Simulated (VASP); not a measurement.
A run of VASP 6.6.1:

POSCAR

```
Zr
1.0
    3.1778807785      0.0000000000      0.0000000000
   -1.5889403893      2.7521254844      0.0000000000
    0.0000000000      0.0000000000      5.0518974481
Zr
2
Direct
    0.3333333333      0.6666666667      0.2500000000
    0.6666666667      0.3333333333      0.7500000000
```

Contents of INCAR.step1:

```
ALGO     = Normal         # electronic algorithm
EDIFF    = 1E-4           # SCF threshold, eV
ENCUT    = 600            # plane-wave cutoff, eV
GGA      = PE             # functional
ISMEAR   = 0              # smearing method
LASPH    = True           # aspherical terms in the spheres
LCHARG   = False          # write CHGCAR
LREAL    = False          # projectors in reciprocal space
LWAVE    = True           # write WAVECAR
NELM     = 80             # most SCF steps
PREC     = Accurate       # precision mode
SIGMA    = 0.1            # smearing width, eV
```

Contents of INCAR.step2:

```
ALGO     = Normal         # electronic algorithm
EDIFF    = 1E-6           # SCF threshold, eV
EDIFFG   = -0.01          # ionic threshold
ENCUT    = 600            # plane-wave cutoff, eV
IBRION   = 2              # ionic algorithm
ISIF     = 4              # what is computed and relaxed
ISMEAR   = 0              # smearing method
ISTART   = 1            
LASPH    = True           # aspherical terms in the spheres
LCHARG   = False          # write CHGCAR
LMIXTAU  = True         
LREAL    = False          # projectors in reciprocal space
LWAVE    = False          # write WAVECAR
METAGGA  = R2SCAN         # meta-GGA
NELM     = 80             # most SCF steps
NSW      = 50             # ionic steps
PREC     = Accurate       # precision mode
SIGMA    = 0.1            # smearing width, eV
```

KPOINTS

```
k-points
0
Gamma
  15 15 8
```

Potentials or basis: VASP PAW PBE potentials, release 64 (Zr_sv).

The run is started by

```sh
$ cat potpaw_PBE.64/Zr_sv/POTCAR > POTCAR
$ cp INCAR.step1 INCAR
$ mpirun -np 1 vasp_std > vasp.out
$ cp INCAR.step2 INCAR
$ mpirun -np 1 vasp_std > vasp.out
```

Hardware: 1 thread of Intel(R) Xeon(R) 6975P-C (Granite Rapids), with other jobs on the host.

Problem. How long does it take, and how much memory?

Solution. Wall time 8.9 min on 1 thread of Intel(R) Xeon(R) 6975P-C (Granite Rapids), with other jobs on the host, peak memory 0.25 GiB. Counts: k points 135, ion steps 2.
